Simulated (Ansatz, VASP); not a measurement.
**Mn: VASP beside Ansatz**

The input INCAR:

```
PREC = Accurate ; ENCUT = 520
EDIFF = 1E-7 ; ISMEAR = -1
SIGMA = 0.05 ; LREAL = F
LASPH = T ; NELM = 150
ALGO = Normal ; ISIF = 2
LWAVE = F ; LCHARG = T
ISPIN = 2 ; MAGMOM = 4
LORBIT = 11 ; LMAXMIX = 4
LDIPOL = T ; IDIPOL = 3
DIPOL = 0.5 0.5 0.294 ; GGA = PE
LELF = T ; LVHAR = T
LVACPOTAV = T ; NBANDS = 16
```

KPOINTS

```
Automatic mesh
0
Gamma
  10 10 1
```

File POSCAR:

```
Mn
1.0
    2.6143200000      0.0000000000      0.0000000000
    0.0000000000      2.6143200000      0.0000000000
    0.0000000000      0.0000000000     23.8000000000
Mn
1
Direct
    0.0000000000      0.0000000000      0.2941200000
```

The input input.yaml:

```yaml
crystal:
  lattice:
    - [2.61432, 0.0, 0.0]
    - [0.0, 2.61432, 0.0]
    - [0.0, 0.0, 23.8]
  atoms:
    - { symbol: Mn, position: [0.0, 0.0, 0.29412], spin: 4.0 }
  periodic: [true, true, false]
kpoints:
  mp_grid: { grid: [10, 10, 1] }
scf:
  occupations: { method: fermi_dirac, width: 0.05 }
hamiltonian:
  xc: pbe
  pseudopotentials: { kind: all_electron, lapw: { basis_error: 0.002 } }
magnetization:
  spin_polarized: true
output:
  forces: true
  stress: true
  eigenvalues: true
```

Alike in both runs: functional PBE; k mesh 10 × 10 × 1; occupations fermi-dirac, width 0.05 eV; collinear spin.

|  | VASP | Ansatz |
| --- | --- | --- |
| version | VASP 6.6.1 | Ansatz 0.2.0 |
| potentials or method | VASP PAW PBE potentials, release 64 (Mn_pv), cutoff 520 eV | all-electron LAPW, scalar-relativistic |
| task | single point | work function |

Ansatz gave:

| Quantity | Value |
| --- | --- |
| gap on the k mesh at the Fermi level (eV) | none |
| net moment per atom (μB) | 4.32 |
| size of the moment on the site where the two differ most (μB) | 3.99 |

Problem. Which values does VASP return?

Solution. gap on the k mesh at the Fermi level (eV): none; net moment per atom (μB): 4.32; size of the moment on the site where the two differ most (μB): 3.89.

Site moments also hang on the region over which each program counts them. A gap of «none» marks a metal or a gap that the smearing closes. Ansatz ran all-electron here, and VASP with PAW potentials.
